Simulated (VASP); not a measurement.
# LiCl (R-3m) in VASP: notebook

The runs below take LiCl through single point, with PBE.

Everything below comes from runs of VASP 6.6.1. Logs are shortened: lines on timing, memory, paths and dates and some standing lists are left out, and cuts for length are marked.

**1. The cell of the first run**

The structure is trigonal, space group R-3m (No. 166). Conventional cell: a = 3.039 Å, b = 3.039 Å, c = 12.655 Å, α = 90.00°, β = 90.00°, γ = 120.00°. Li (site symmetry -3m) has 6 Cl at 2.74 Å and 6 Li at 3.04 Å within 3.6 Å. Within 3.6 Å of Cl (site symmetry -3m) lie 6 Li at 2.74 Å and 6 Cl at 3.04 Å.

**2. Single point, PBE**

INCAR reads:

```
SYSTEM = LiCl
PREC     = Accurate       ! precision mode
ENCUT    = 520            ! plane-wave cutoff, eV
EDIFF    = 1E-6           ! SCF threshold, eV
ISMEAR   = 0              ! smearing method
SIGMA    = 0.05           ! smearing width, eV
LREAL    = .FALSE.        ! projectors in reciprocal space
LASPH    = .TRUE.         ! aspherical terms in the spheres
NELM     = 60             ! most SCF steps
ALGO     = Normal         ! electronic algorithm
ISIF     = 2              ! what is computed and relaxed
LWAVE    = .FALSE.        ! write WAVECAR
LCHARG   = .TRUE.         ! write CHGCAR
GGA      = PE             ! functional
LELF     = .TRUE.         ! ELF
LVHAR    = .TRUE.       
NBANDS   = 12             ! bands
```

KPOINTS reads:

```
regular mesh
0
G
  8 8 8
  0 0 0
```

POSCAR reads:

```
LiCl
1.0
    1.0028528329      3.1518231890      3.1518231890
    3.1518231890      1.0028528329      3.1518231890
    3.1518231890      3.1518231890      1.0028528329
Li Cl
1 1
Direct
    0.0000000000      0.0000000000      0.0000000000
    0.5000000000      0.5000000000      0.5000000000
```

Potentials or basis: VASP PAW PBE potentials, release 64 (Li_sv, Cl).

Command:

```sh
cat potpaw_PBE.64/Li_sv/POTCAR potpaw_PBE.64/Cl/POTCAR > POTCAR
mpirun -np 1 vasp_std > vasp.out
```

OUTCAR:

```text
SYSTEM = LiCl
   PREC = Accurate
   ENCUT = 520
   EDIFF = 1E-6
   ISMEAR = 0
   LREAL = .FALSE.
   LASPH = .TRUE.
   NELM = 60
   ISIF = 2
   GGA = PE

 ion  position               nearest neighbor table
   1  0.000  0.000  0.000-
   2  0.500  0.500  0.500-

  LATTYP: Found a trigonal (rhomboedric) cell.
 ALAT       =     4.5687736466
 COS(alpha) =     0.7787610620

  Lattice vectors:

 A1 = (   1.0028528329,   3.1518231890,   3.1518231890)
 A2 = (   3.1518231890,   1.0028528329,   3.1518231890)
 A3 = (   3.1518231890,   3.1518231890,   1.0028528329)

Analysis of symmetry for initial positions (statically):
=====================================================================
 Subroutine PRICEL returns:
 Original cell was already a primitive cell.

 Routine SETGRP: Setting up the symmetry group for a
 trigonal (rhombohedral) supercell.

 Subroutine GETGRP returns: Found 12 space group operations
 (whereof 12 operations were pure point group operations)
 out of a pool of 12 trial point group operations.

The static configuration has the point symmetry D_3d.

Analysis of symmetry for dynamics (positions and initial velocities):
=====================================================================
 Subroutine PRICEL returns:
 Original cell was already a primitive cell.

 Routine SETGRP: Setting up the symmetry group for a
 trigonal (rhombohedral) supercell.

 Subroutine GETGRP returns: Found 12 space group operations
 (whereof 12 operations were pure point group operations)
 out of a pool of 12 trial point group operations.

The dynamic configuration has the point symmetry D_3d.

 Subroutine INISYM returns: Found 12 space group operations
 (whereof 12 operations are pure point group operations),
 and found     1 'primitive' translations

----------------------------------------------------------------------------------------

                                     Primitive cell

  volume of cell :      33.7420

  direct lattice vectors                    reciprocal lattice vectors
     1.002852833  3.151823189  3.151823189    -0.264604604  0.200734527  0.200734527
     3.151823189  1.002852833  3.151823189     0.200734527 -0.264604604  0.200734527
     3.151823189  3.151823189  1.002852833     0.200734527  0.200734527 -0.264604604

  length of vectors
     4.568773647  4.568773647  4.568773647     0.388077695  0.388077695  0.388077695

  position of ions in fractional coordinates (direct lattice)
     0.000000000  0.000000000  0.000000000
     0.500000000  0.500000000  0.500000000

  ion indices of the primitive-cell ions
   primitive index   ion index
                 1           1
                 2           2

----------------------------------------------------------------------------------------

 KPOINTS: regular mesh

Automatic generation of k-mesh.
 Grid dimensions read from file:
 generate k-points for:    8    8    8

 Generating k-lattice:

  Cartesian coordinates                     Fractional coordinates (reciprocal lattice)
    -0.033075576  0.025091816  0.025091816     0.125000000 -0.000000000 -0.000000000
     0.025091816 -0.033075576  0.025091816    -0.000000000  0.125000000 -0.000000000
     0.025091816  0.025091816 -0.033075576    -0.000000000 -0.000000000  0.125000000

  Length of vectors
     0.048509712  0.048509712  0.048509712

  Shift w.r.t. Gamma in fractional coordinates (k-lattice)
     0.000000000  0.000000000  0.000000000

 Subroutine IBZKPT returns following result:
 ===========================================

 Found     65 irreducible k-points:

 Following reciprocal coordinates:
            Coordinates               Weight
  0.000000  0.000000  0.000000      1.000000
  0.125000  0.000000  0.000000      6.000000
  0.250000  0.000000  0.000000      6.000000
  0.375000 -0.000000 -0.000000      6.000000
  0.500000  0.000000  0.000000      3.000000
  0.125000  0.125000  0.000000      6.000000
[... 16 lines left out ...]
  0.250000  0.125000  0.125000      6.000000
  0.375000  0.125000  0.125000      6.000000
 [... further k-points ...]
   k-points           NKPTS =     65   k-points in BZ     NKDIM =     65   number of bands    NBANDS=     12
   number of dos      NEDOS =    301   number of ions     NIONS =      2
   total plane-waves  NPLWV =  46656
   dimension x,y,z NGX =    36 NGY =   36 NGZ =   36
   dimension x,y,z NGXF=    72 NGYF=   72 NGZF=   72
   ions per type =               1   1
   NGX,Y,Z   is equivalent  to a cutoff of  13.10, 13.10, 13.10 a.u.
   NGXF,Y,Z  is equivalent  to a cutoff of  26.20, 26.20, 26.20 a.u.
 SYSTEM =  LiCl
   PREC   = accura    normal or accurate (medium, high low for compatibility)
   ISTART =      0    job   : 0-new  1-cont  2-samecut
   ICHARG =      2    charge: 1-file 2-atom 10-const
   ISPIN  =      1    spin polarized calculation?
   LNONCOLLINEAR =      F non collinear calculations
   LSORBIT =      F    spin-orbit coupling
   LASPH  =      T    aspherical Exc in radial PAW
   ENCUT  =  520.0 eV  38.22 Ry    6.18 a.u.   8.49  8.49  8.49*2*pi/ulx,y,z
   NELM   =     60;   NELMIN=  2; NELMDL= -5     # of ELM steps
   EDIFF  = 0.1E-05   stopping-criterion for ELM
   LREAL  =      F    real-space projection
   EDIFFG = 0.1E-04   stopping-criterion for IOM
   NSW    =      0    number of steps for IOM
   IBRION =     -1    ionic relax: 0-MD 1-quasi-New 2-CG
   NFREE  =      0    steps in history (QN), initial steepest desc. (CG)
   ISIF   =      2    stress and relaxation
   ISYM   =      2    0-nonsym 1-usesym 2-fastsym
   POTIM  = 0.5000    time-step for ionic-motion
   TEBEG  =    0.0;   TEEND  =   0.0 temperature during run
   PSTRESS=    0.0 pullay stress
   NELECT =      10.0000    total number of electrons
   NUPDOWN=      -1.0000    fix difference up-down
   EMIN   =  10.00;   EMAX   =-10.00  energy-range for DOS
   EFERMI =   0.00;   METHOD = LEGACY
   ISMEAR =     0;   SIGMA  =   0.05  broadening in eV -4-tet -1-fermi 0-gaus
   EFERMI_NEDOS =   21; number of points for ismear=-14 and -15
   IALGO  =     38    algorithm
   IMIX   =      4    mixing-type and parameters
     AMIX     =   0.40;   BMIX     =  1.00
     AMIX_MAG =   1.60;   BMIX_MAG =  1.00
  volume/ion in A,a.u.               =      16.87       113.85
  Fermi-wavevector in a.u.,A,eV,Ry     =   1.091486  2.062609 16.209183  1.191341
  Thomas-Fermi vector in A             =   2.227732
   LORBIT       =      0    0 simple, 1 ext, 2 COOP (PROOUT), +10 PAW based schemes
   GGA     = PE    functional components
   LHFCALC =     F    Hartree Fock is set to
   AEXX    =    0.0000 exact exchange contribution
   IVDW    =     0    specifies the selected vdW correction
   LEPSILON=     F    determine dielectric tensor
   LRPA    =     F    only Hartree local field effects (RPA)
 non-spin polarized calculation
 Gauss-broadening in eV      SIGMA  =   0.05
  energy-cutoff  :      520.00
  volume of cell :       33.74
 maximum number of plane-waves:       923
 NGX is ok and might be reduce to    36

 number of electron      10.0000001 magnetization

 Free energy of the ion-electron system (eV)
  ---------------------------------------------------
  ext. energy  EPLUGINS =         0.00000000
  ---------------------------------------------------
  free energy    TOTEN  =        -5.90062387 eV

  energy without entropy =       -5.90062387  energy(sigma->0) =       -5.90062387

 E-fermi :   3.7331     XC(G=0):  -8.7532

 val. band max:        3.3400071861   @ k =   0.0000   0.0000   0.0000
 cond. band min:       4.2659188088   @ k =   0.0000   0.0000   0.0000
 fundamental gap:      0.9259116227
 Fermi energy:         3.7331017483

 k-point     1 :       0.0000    0.0000    0.0000
  band No.  band energies     occupation
      1     -43.8656      2.00000
      2     -12.3543      2.00000
      3      -1.1876      2.00000
      4       3.3400      2.00000
      5       3.3400      2.00000
      6       4.2659      0.00000
      7      12.8120      0.00000
      8      13.6507      0.00000
      9      16.2872      0.00000
     10      16.2872      0.00000
     11      17.1568      0.00000
     12      17.1568      0.00000

 k-point     2 :       0.1250    0.0000    0.0000
  band No.  band energies     occupation
      1     -43.8639      2.00000
      2     -12.1804      2.00000
      3      -1.0240      2.00000
      4       2.3251      2.00000
      5       3.1492      2.00000
      6       4.5995      0.00000
      7      12.5256      0.00000
      8      13.6720      0.00000
      9      14.8124      0.00000
     10      15.4264      0.00000
     11      16.5755      0.00000
     12      17.0605      0.00000

 k-point     3 :       0.2500    0.0000    0.0000
  band No.  band energies     occupation
      1     -43.8596      2.00000
      2     -11.7152      2.00000
      3      -0.5846      2.00000
      4       0.4775      2.00000
      5       2.7324      2.00000
      6       5.1594      0.00000
      7      10.5557      0.00000
      8      12.6687      0.00000
      9      13.8285      0.00000
     10      14.8507      0.00000
     11      17.3773      0.00000
     12      19.0639      0.00000
[... 286 lines left out ...]
 k-point    23 :       0.2500    0.1250    0.1250
  band No.  band energies     occupation
      1     -43.8639      2.00000
      2     -12.1661      2.00000
      3      -1.3256      2.00000
      4       2.3334      2.00000
      5       3.1572      2.00000
      6       5.2616      0.00000
      7      12.2179      0.00000
      8      14.0138      0.00000
      9      14.5972      0.00000
     10      15.0708      0.00000
     11      17.0434      0.00000
     12      17.4354      0.00000

 k-point    24 :       0.3750    0.1250    0.1250
  band No.  band energies     occupation
      1     -43.8595      2.00000
      2     -11.6978      2.00000
      3      -0.9272      2.00000
      4       0.4666      2.00000
      5       2.7385      2.00000
      6       5.8851      0.00000
      7      10.8920      0.00000
      8      12.8439      0.00000
      9      13.6916      0.00000
     10      14.5330      0.00000
     11      17.7445      0.00000
     12      18.5471      0.00000

 [... further k-points ...]

------------------------ aborting loop because EDIFF is reached ----------------------------------------

  FORCE on cell =-STRESS in cart. coord.  units (eV):
  Direction    XX          YY          ZZ          XY          YZ          ZX
  --------------------------------------------------------------------------------------
  -------------------------------------------------------------------------------------
  Total        1.0622144      1.0622144      1.0622144     -3.3186953     -3.3186953     -3.3186953
  in kB       50.4373856     50.4373856     50.4373856   -157.5824200   -157.5824200   -157.5824200
  external PRESSURE =      50.4373856 kB  Pullay stress =       0.0000000 kB

 VOLUME and BASIS-vectors are now :
 -----------------------------------------------------------------------------
  energy-cutoff  :      520.00
  volume of cell :       33.74
      direct lattice vectors                 reciprocal lattice vectors
     1.002852833  3.151823189  3.151823189    -0.264604604  0.200734527  0.200734527
     3.151823189  1.002852833  3.151823189     0.200734527 -0.264604604  0.200734527
     3.151823189  3.151823189  1.002852833     0.200734527  0.200734527 -0.264604604

 POSITION                                       TOTAL-FORCE (eV/Angst)
 -----------------------------------------------------------------------------------
      0.00000      0.00000      0.00000         0.000000      0.000000      0.000000
      3.65325      3.65325      3.65325        -0.000000     -0.000000     -0.000000
 -----------------------------------------------------------------------------------
    total drift:                                0.000000      0.000000      0.000000

  FREE ENERGIE OF THE ION-ELECTRON SYSTEM (eV)
  ---------------------------------------------------
  free  energy   TOTEN  =        -5.9006238720 eV

  energy  without entropy=       -5.9006238720  energy(sigma->0) =       -5.90062387
```

Wall time 36 s (1 thread of Intel Xeon Platinum 8259CL at 2.50GHz (Skylake/Cascade Lake), shared host); peak memory 0.19 GiB.

What came out:

```yaml
Free_energy: -5.9006 eV
Band_gap_on_the_k_mesh: 0.93 eV, direct
```

Caveat: the cutoff is under 1.25 times the usual one of these potentials, so pressure, stress and relaxed cells hold a basis-set (Pulay) error. A k mesh can miss the band edges.

**3. Single point, PBE**

This run uses another cell than the first one, of the same volume but with other edges.

INCAR reads:

```
  PREC = Accurate
  ENCUT = 520
  EDIFF = 1E-6
  ISMEAR = 0
  SIGMA = 0.05
  LREAL = False
  LASPH = True
  NELM = 60
  ALGO = Normal
  ISIF = 2
  LWAVE = False
  LCHARG = False
  GGA = PE
  NBANDS = 12
```

KPOINTS reads:

```
regular mesh
0
Gamma
  8 8 8
```

POSCAR reads:

```
LiCl
1.0
   -0.1226194028      2.5049392283      2.5049392283
    2.5049392283     -0.1226194028      2.5049392283
    2.5049392283      2.5049392283     -0.1226194028
Li Cl
1 1
Direct
    0.0000000000      0.0000000000      0.0000000000
    0.5000000000      0.5000000000      0.5000000000
```

Potentials or basis: VASP PAW PBE potentials, release 64 (Li_sv, Cl).

Command:

```sh
cat potpaw_PBE.64/Li_sv/POTCAR potpaw_PBE.64/Cl/POTCAR > POTCAR
mpirun -np 1 vasp_std > vasp.out
```

OUTCAR:

```text
PREC = Accurate
   ENCUT = 520
   EDIFF = 1E-6
   ISMEAR = 0
   LREAL = False
   LASPH = True
   NELM = 60
   ISIF = 2
   GGA = PE

 ion  position               nearest neighbor table
   1  0.000  0.000  0.000-   2 2.57   2 2.57   2 2.57   2 2.57   2 2.57   2 2.57
   2  0.500  0.500  0.500-   1 2.57   1 2.57   1 2.57   1 2.57   1 2.57   1 2.57

  LATTYP: Found a trigonal (rhomboedric) cell.
 ALAT       =     3.5446405449
 COS(alpha) =     0.4505091948

  Lattice vectors:

 A1 = (  -0.1226194028,   2.5049392283,   2.5049392283)
 A2 = (   2.5049392283,  -0.1226194028,   2.5049392283)
 A3 = (   2.5049392283,   2.5049392283,  -0.1226194028)

Analysis of symmetry for initial positions (statically):
=====================================================================
 Subroutine PRICEL returns:
 Original cell was already a primitive cell.

 Routine SETGRP: Setting up the symmetry group for a
 trigonal (rhombohedral) supercell.

 Subroutine GETGRP returns: Found 12 space group operations
 (whereof 12 operations were pure point group operations)
 out of a pool of 12 trial point group operations.

The static configuration has the point symmetry D_3d.

[... 174 lines left out ...]
      5       0.8561      2.00000
      6       6.8939      0.00000
      7      12.1357      0.00000
      8      12.1357      0.00000
      9      13.4067      0.00000
     10      15.0486      0.00000
     11      15.0487      0.00000
     12      15.1890      0.00000
[... 331 lines left out ...]
 k-point    24 :       0.3750    0.1250    0.1250
  band No.  band energies     occupation
      1     -42.9533      2.00000
      2     -12.4053      2.00000
      3      -1.4019      2.00000
      4       0.1038      2.00000
      5       0.4131      2.00000
      6       8.2336      0.00000
      7      10.6237      0.00000
      8      10.9946      0.00000
      9      11.5787      0.00000
     10      13.8331      0.00000
     11      16.4597      0.00000
     12      17.4377      0.00000

 [... further k-points ...]

------------------------ aborting loop because EDIFF is reached ----------------------------------------

  FORCE on cell =-STRESS in cart. coord.  units (eV):
  Direction    XX          YY          ZZ          XY          YZ          ZX
  --------------------------------------------------------------------------------------
  -------------------------------------------------------------------------------------
  Total        0.0730606      0.0730606      0.0730606      0.2358804      0.2358804      0.2358804
  in kB        3.4691566      3.4691566      3.4691566     11.2003666     11.2003666     11.2003666
  external PRESSURE =       3.4691566 kB  Pullay stress =       0.0000000 kB

 VOLUME and BASIS-vectors are now :
 -----------------------------------------------------------------------------
  energy-cutoff  :      520.00
  volume of cell :       33.74
      direct lattice vectors                 reciprocal lattice vectors
    -0.122619403  2.504939228  2.504939228    -0.185516392  0.195065030  0.195065030
     2.504939228 -0.122619403  2.504939228     0.195065030 -0.185516392  0.195065030
     2.504939228  2.504939228 -0.122619403     0.195065030  0.195065030 -0.185516392

 POSITION                                       TOTAL-FORCE (eV/Angst)
 -----------------------------------------------------------------------------------
      0.00000      0.00000      0.00000        -0.000000      0.000000     -0.000000
      2.44363      2.44363      2.44363         0.000000     -0.000000      0.000000
 -----------------------------------------------------------------------------------
    total drift:                                0.000000      0.000000      0.000000

  FREE ENERGIE OF THE ION-ELECTRON SYSTEM (eV)
  ---------------------------------------------------
  free  energy   TOTEN  =        -7.3681109648 eV

  energy  without entropy=       -7.3681109648  energy(sigma->0) =       -7.36811096
```

It took 19 s on 1 thread of Intel Xeon Platinum 8259CL at 2.50GHz (Skylake/Cascade Lake), shared host; peak memory 0.16 GiB.

Results:

* Free energy: -7.3681 eV
* Band gap on the k mesh: 6.04 eV, direct

Levels at points of the mesh, in eV from the valence-band top:
```csv
k point,band 2,band 3,band 4,band 5,band 6,band 7,band 8,band 9
"(0.00, 0.00, 0.00)",-13.67,-0.39,-0.39,0.00,6.04,11.28,11.28,12.55
"(0.50, 0.00, 0.00)",-13.13,-3.11,-0.54,-0.34,6.58,9.11,9.78,12.46
"(0.50, 0.50, 0.00)",-12.84,-3.16,-1.58,-1.13,7.49,8.17,12.01,13.69
"(0.50, 0.50, 0.50)",-12.97,-3.00,-0.74,-0.74,6.16,8.74,8.74,13.29
```

Caveat: the cutoff is under 1.25 times the usual one of these potentials, so pressure, stress and relaxed cells hold a basis-set (Pulay) error. A k mesh can miss the band edges.

(Continued in part 2 of 2.)
